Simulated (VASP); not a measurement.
# Cr (P6_3/mmc) in VASP: notebook, part 2 of 3

VASP 6.6.1. The steps go on from the part before.

### 3 Single point, PBE, collinear spin, ferrimagnetic start

Contents of INCAR:

```
  PREC = Accurate
  ENCUT = 520
  EDIFF = 1E-6
  ISMEAR = -1
  SIGMA = 0.05
  LREAL = False
  LASPH = True
  NELM = 150
  ALGO = Fast
  ISIF = 2
  LWAVE = False
  LCHARG = False
  ISPIN = 2
  MAGMOM = -1.14 2.22
  LORBIT = 11
  LMAXMIX = 4
  GGA = PE
  NBANDS = 23
```

Contents of KPOINTS:

```
regular mesh
0
Gamma
  11 11 6
```

Contents of POSCAR:

```
Cr
1.0
    2.7140000000      0.0000000000      0.0000000000
   -1.3570000000      2.3503929459      0.0000000000
    0.0000000000      0.0000000000      4.4100000000
Cr
2
Direct
    0.6666666667      0.3333333333      0.7500000000
    0.3333333333      0.6666666667      0.2500000000
```

Potentials or basis: VASP PAW PBE potentials, release 64 (Cr_pv).

Launch:

```console
cat potpaw_PBE.64/Cr_pv/POTCAR > POTCAR
mpirun -np 1 vasp_std > vasp.out
```

It took 60 s on 1 thread of Intel Xeon Platinum 8559C (Emerald Rapids), shared host; peak memory 0.18 GiB.

The run converged. Its results:

```
Free energy                                           : -17.7252 eV
Pressure                                              : -22.5 GPa
Band gap on the k mesh                                : zero (filled and empty bands overlap)
Net moment                                            : 2.01 μB per cell
Site moments                                          : Cr +0.15, +1.72 μB
Valence electrons inside the program's atomic spheres : Cr 10.72
```

Stress tensor (GPa, compression positive):
```
-22.65   0.00   0.00
  0.00 -22.65   0.00
  0.00   0.00 -22.30
```

Levels at points of the mesh, in eV from the Fermi level:
Spin up:
| k point | band 9 | band 10 | band 11 | band 12 | band 13 | band 14 | band 15 | band 16 | band 17 | band 18 |
| --- | --- | --- | --- | --- | --- | --- | --- | --- | --- | --- |
| (0.00, 0.00, 0.00) | -0.92 | -0.92 | -0.65 | -0.15 | -0.15 | 0.00 | 0.00 | 0.33 | 1.42 | 1.42 |
| (0.00, 0.00, 0.50) | -1.40 | -1.03 | -1.03 | -0.93 | -0.60 | -0.60 | 0.78 | 0.78 | 1.26 | 1.26 |
Spin down:
```csv
k point,band 9,band 10,band 11,band 12,band 13,band 14
"(0.00, 0.00, 0.00)",-0.06,-0.06,0.06,0.64,0.69,0.69
"(0.00, 0.00, 0.50)",-0.86,-0.21,-0.17,-0.17,0.22,0.22
```

### 4 Single point, PBE, collinear spin, ferromagnetic start

Contents of INCAR:

```
ALGO = Normal ; EDIFF = 1E-6
ENCUT = 520 ; GGA = PE
ISIF = 2 ; ISMEAR = -1
ISPIN = 2 ; LASPH = True
LCHARG = True ; LELF = True
LMAXMIX = 4 ; LORBIT = 11
LREAL = False ; LVHAR = True
LWAVE = False ; MAGMOM = 3 3
NBANDS = 23 ; NELM = 150
PREC = Accurate ; SIGMA = 0.05
```

Contents of KPOINTS:

```
k-points
0
Gamma
  13 13 7
```

POSCAR is that of step 3.

Potentials or basis: VASP PAW PBE potentials, release 64 (Cr_pv).

Launch:

```console
cat potpaw_PBE.64/Cr_pv/POTCAR > POTCAR
mpirun -np 1 vasp_std > vasp.out
```

OUTCAR:

```text
EDIFF = 1E-6
   ENCUT = 520
   GGA = PE
   ISIF = 2
   ISMEAR = -1
   ISPIN = 2
   LASPH = True
   LORBIT = 11
   LREAL = False
   NELM = 150
   PREC = Accurate

 ion  position               nearest neighbor table
   1  0.667  0.333  0.750-   2 2.71   2 2.71   2 2.71   2 2.71   2 2.71   2 2.71
   2  0.333  0.667  0.250-   1 2.71   1 2.71   1 2.71   1 2.71   1 2.71   1 2.71

  LATTYP: Found a hexagonal cell.
 ALAT       =     2.7140000000
 C/A-ratio  =     1.6249078850

  Lattice vectors:

 A1 = (   2.7140000000,   0.0000000000,   0.0000000000)
 A2 = (  -1.3570000000,   2.3503929459,   0.0000000000)
 A3 = (   0.0000000000,   0.0000000000,   4.4100000000)

Analysis of symmetry for initial positions (statically):
=====================================================================
 Subroutine PRICEL returns:
 Original cell was already a primitive cell.

 Routine SETGRP: Setting up the symmetry group for a
 hexagonal supercell.

 Subroutine GETGRP returns: Found 24 space group operations
 (whereof 12 operations were pure point group operations)
 out of a pool of 24 trial point group operations.

The static configuration has the point symmetry D_3d.
 The point group associated with its full space group is D_6h.

Analysis of symmetry for dynamics (positions and initial velocities):
=====================================================================
 Subroutine PRICEL returns:
 Original cell was already a primitive cell.

 Routine SETGRP: Setting up the symmetry group for a
 hexagonal supercell.

 Subroutine GETGRP returns: Found 24 space group operations
 (whereof 12 operations were pure point group operations)
 out of a pool of 24 trial point group operations.

The dynamic configuration has the point symmetry D_3d.
 The point group associated with its full space group is D_6h.

Analysis of structural, dynamic, and magnetic symmetry:
=====================================================================
 Subroutine PRICEL returns:
 Original cell was already a primitive cell.

 Routine SETGRP: Setting up the symmetry group for a
 hexagonal supercell.

 Subroutine GETGRP returns: Found 24 space group operations
 (whereof 12 operations were pure point group operations)
 out of a pool of 24 trial point group operations.

The overall configuration has the point symmetry D_3d.
 The point group associated with its full space group is D_6h.

 Subroutine INISYM returns: Found 24 space group operations
 (whereof 12 operations are pure point group operations),
 and found     1 'primitive' translations

----------------------------------------------------------------------------------------

                                     Primitive cell

  volume of cell :      28.1312

  direct lattice vectors                    reciprocal lattice vectors
     2.714000000  0.000000000  0.000000000     0.368459838  0.212730387  0.000000000
    -1.357000000  2.350392946  0.000000000     0.000000000  0.425460773  0.000000000
     0.000000000  0.000000000  4.410000000     0.000000000  0.000000000  0.226757370

  length of vectors
     2.714000000  2.714000000  4.410000000     0.425460773  0.425460773  0.226757370

  position of ions in fractional coordinates (direct lattice)
     0.666666667  0.333333333  0.750000000
     0.333333333  0.666666667  0.250000000

  ion indices of the primitive-cell ions
   primitive index   ion index
[... 62 lines left out ...]
   NGX,Y,Z   is equivalent  to a cutoff of  12.25, 12.25, 13.57 a.u.
   NGXF,Y,Z  is equivalent  to a cutoff of  24.50, 24.50, 27.14 a.u.
 SYSTEM =  unknown system
   PREC   = accura    normal or accurate (medium, high low for compatibility)
   ISTART =      0    job   : 0-new  1-cont  2-samecut
   ICHARG =      2    charge: 1-file 2-atom 10-const
   ISPIN  =      2    spin polarized calculation?
   LNONCOLLINEAR =      F non collinear calculations
   LSORBIT =      F    spin-orbit coupling
   LASPH  =      T    aspherical Exc in radial PAW
   ENCUT  =  520.0 eV  38.22 Ry    6.18 a.u.   5.05  5.05  8.20*2*pi/ulx,y,z
   NELM   =    150;   NELMIN=  2; NELMDL= -5     # of ELM steps
   EDIFF  = 0.1E-05   stopping-criterion for ELM
   LREAL  =      F    real-space projection
   EDIFFG = 0.1E-04   stopping-criterion for IOM
   NSW    =      0    number of steps for IOM
   IBRION =     -1    ionic relax: 0-MD 1-quasi-New 2-CG
   NFREE  =      0    steps in history (QN), initial steepest desc. (CG)
   ISIF   =      2    stress and relaxation
   ISYM   =      2    0-nonsym 1-usesym 2-fastsym
   POTIM  = 0.5000    time-step for ionic-motion
   TEBEG  =    0.0;   TEEND  =   0.0 temperature during run
   PSTRESS=    0.0 pullay stress
   NELECT =      24.0000    total number of electrons
   NUPDOWN=      -1.0000    fix difference up-down
   EMIN   =  10.00;   EMAX   =-10.00  energy-range for DOS
   EFERMI =   0.00;   METHOD = LEGACY
   ISMEAR =    -1;   SIGMA  =   0.05  broadening in eV -4-tet -1-fermi 0-gaus
   EFERMI_NEDOS =   21; number of points for ismear=-14 and -15
   IALGO  =     38    algorithm
   IMIX   =      4    mixing-type and parameters
     AMIX     =   0.40;   BMIX     =  1.00
     AMIX_MAG =   1.60;   BMIX_MAG =  1.00
  volume/ion in A,a.u.               =      14.07        94.92
  Fermi-wavevector in a.u.,A,eV,Ry     =   1.552681  2.934142 32.801180  2.410819
  Thomas-Fermi vector in A             =   2.657021
   LORBIT       =     11    0 simple, 1 ext, 2 COOP (PROOUT), +10 PAW based schemes
   GGA     = PE    functional components
   LHFCALC =     F    Hartree Fock is set to
   AEXX    =    0.0000 exact exchange contribution
   IVDW    =     0    specifies the selected vdW correction
   LEPSILON=     F    determine dielectric tensor
   LRPA    =     F    only Hartree local field effects (RPA)
 spin polarized calculation
  energy-cutoff  :      520.00
  volume of cell :       28.13
 maximum number of plane-waves:       774
   NGX = 11   NGY = 11   NGZ = 17

 number of electron      24.0000005 magnetization       1.8811154

 Free energy of the ion-electron system (eV)
  ---------------------------------------------------
  ext. energy  EPLUGINS =         0.00000000
  ---------------------------------------------------
  free energy    TOTEN  =       -17.72490968 eV

  energy without entropy =      -17.69179381  energy(sigma->0) =      -17.70835174

 E-fermi :   8.3026     XC(G=0): -12.5420

 val. band max:        8.2998301860   @ k =   0.3846   0.1538   0.0000
 cond. band min:       8.3038710224   @ k =   0.2308   0.1538   0.2857
 fundamental gap:      0.0040408364
 Fermi energy:         8.3026211559

 spin component 1

 k-point     1 :       0.0000    0.0000    0.0000
  band No.  band energies     occupation
      1     -35.1831      1.00000
      2     -34.8399      1.00000
      3     -34.8399      1.00000
      4     -34.7738      1.00000
      5     -34.7738      1.00000
      6     -34.6998      1.00000
[... 613 lines left out ...]
     22      23.6254      0.00000
     23      26.5996      0.00000

 [... further k-points ...]

 spin component 2

 k-point     1 :       0.0000    0.0000    0.0000
  band No.  band energies     occupation
      1     -34.3607      1.00000
      2     -33.9344      1.00000
      3     -33.9344      1.00000
      4     -33.8673      1.00000
      5     -33.8673      1.00000
      6     -33.8662      1.00000
[... 613 lines left out ...]
     22      24.0083      0.00000
     23      26.8697      0.00000

 [... further k-points ...]
[... 5 lines left out ...]
  --------------------------------------------------------------------------------------
  -------------------------------------------------------------------------------------
  Total       -4.6641304     -4.6641304     -3.9474217      0.0000000     -0.0000000      0.0000000
  in kB     -265.6393204   -265.6393204   -224.8201347      0.0000000     -0.0000000      0.0000000
  external PRESSURE =    -252.0329252 kB  Pullay stress =       0.0000000 kB

 VOLUME and BASIS-vectors are now :
 -----------------------------------------------------------------------------
  energy-cutoff  :      520.00
  volume of cell :       28.13
      direct lattice vectors                 reciprocal lattice vectors
     2.714000000  0.000000000  0.000000000     0.368459838  0.212730387  0.000000000
    -1.357000000  2.350392946  0.000000000     0.000000000  0.425460773  0.000000000
     0.000000000  0.000000000  4.410000000     0.000000000  0.000000000  0.226757370

 POSITION                                       TOTAL-FORCE (eV/Angst)
 -----------------------------------------------------------------------------------
      1.35700      0.78346      3.30750         0.000000     -0.000000      0.000000
     -0.00000      1.56693      1.10250        -0.000000      0.000000      0.000000
 -----------------------------------------------------------------------------------
    total drift:                               -0.000000      0.000000     -0.000000

  FREE ENERGIE OF THE ION-ELECTRON SYSTEM (eV)
  ---------------------------------------------------
  free  energy   TOTEN  =       -17.7249096809 eV

  energy  without entropy=      -17.6917938065  energy(sigma->0) =      -17.70835174

 total charge

# of ion       s       p       d       tot
------------------------------------------
    1        0.382   6.279   4.055  10.716
    2        0.382   6.279   4.055  10.716
--------------------------------------------------
tot          0.765  12.557   8.111  21.433

 magnetization (x)

# of ion       s       p       d       tot
------------------------------------------
    1        0.002   0.023   0.850   0.875
    2        0.002   0.023   0.850   0.875
--------------------------------------------------
tot          0.004   0.045   1.701   1.750
```

OSZICAR:

```text
N       E                     dE             d eps       ncg     rms          rms(c)
DAV:   1     0.245521185915E+03    0.24552E+03   -0.13711E+04  7736   0.124E+03
DAV:   2    -0.117880370938E+02   -0.25731E+03   -0.24842E+03  7833   0.374E+02
DAV:   3    -0.196490423315E+02   -0.78610E+01   -0.78035E+01  9625   0.767E+01
DAV:   4    -0.197259582100E+02   -0.76916E-01   -0.76763E-01  8630   0.756E+00
DAV:   5    -0.197270546429E+02   -0.10964E-02   -0.10964E-02  8148   0.875E-01    0.183E+01
DAV:   6    -0.175181995427E+02    0.22089E+01   -0.10753E+01  8519   0.347E+01    0.520E+00
DAV:   7    -0.177100398002E+02   -0.19184E+00   -0.47678E-01  8715   0.598E+00    0.283E+00
DAV:   8    -0.177249675120E+02   -0.14928E-01   -0.13625E-02  8135   0.103E+00    0.103E+00
DAV:   9    -0.177238996843E+02    0.10678E-02   -0.58643E-03  8708   0.667E-01    0.357E-01
DAV:  10    -0.177247811408E+02   -0.88146E-03   -0.25958E-03  8330   0.331E-01    0.166E-01
DAV:  11    -0.177248974217E+02   -0.11628E-03   -0.23713E-04  8729   0.115E-01    0.643E-02
DAV:  12    -0.177249134424E+02   -0.16021E-04   -0.25954E-05  8512   0.473E-02    0.292E-02
DAV:  13    -0.177249088336E+02    0.46087E-05   -0.57079E-06  8372   0.232E-02    0.119E-02
DAV:  14    -0.177249096809E+02   -0.84727E-06   -0.20661E-06  7606   0.113E-02
   1 F= -.17724910E+02 E0= -.17708352E+02  d E =-.331159E-01  mag=     1.8763
```

stdout:

```text
POSCAR found type information on POSCAR Cr
 POSCAR found :  1 types and       2 ions
 scaLAPACK will be used
 LDA part: xc-table for (Slater+PW92), standard interpolation
 POSCAR, INCAR and KPOINTS ok, starting setup
 FFT: planning ... GRIDC
 FFT: planning ... GRID_SOFT
 FFT: planning ... GRID
 WAVECAR not read
 entering main loop
```

It took 62 s on 1 thread of Intel Xeon 6975P-C (Granite Rapids), shared host; peak memory 0.19 GiB.

Results:

| Item | Value |
| --- | --- |
| Free energy | -17.7249 eV |
| Pressure | -25.2 GPa |
| Net moment | 1.88 μB per cell |
| Site moments | Cr +0.88 μB |
| Valence electrons inside the program's atomic spheres | Cr 10.72 |

Levels at points of the mesh, in eV from the Fermi level:
Spin up:
```tsv
k point	band 10	band 11	band 12	band 13	band 14	band 15	band 16	band 17
(0.00, 0.00, 0.00)	-0.70	-0.64	-0.33	-0.33	0.10	0.10	0.39	1.33
```
Spin down:
```csv
k point,band 9,band 10,band 11,band 12,band 13,band 14
"(0.00, 0.00, 0.00)",0.00,0.10,0.10,0.48,0.48,0.67
```

(Part 2 of 3 ends here.)
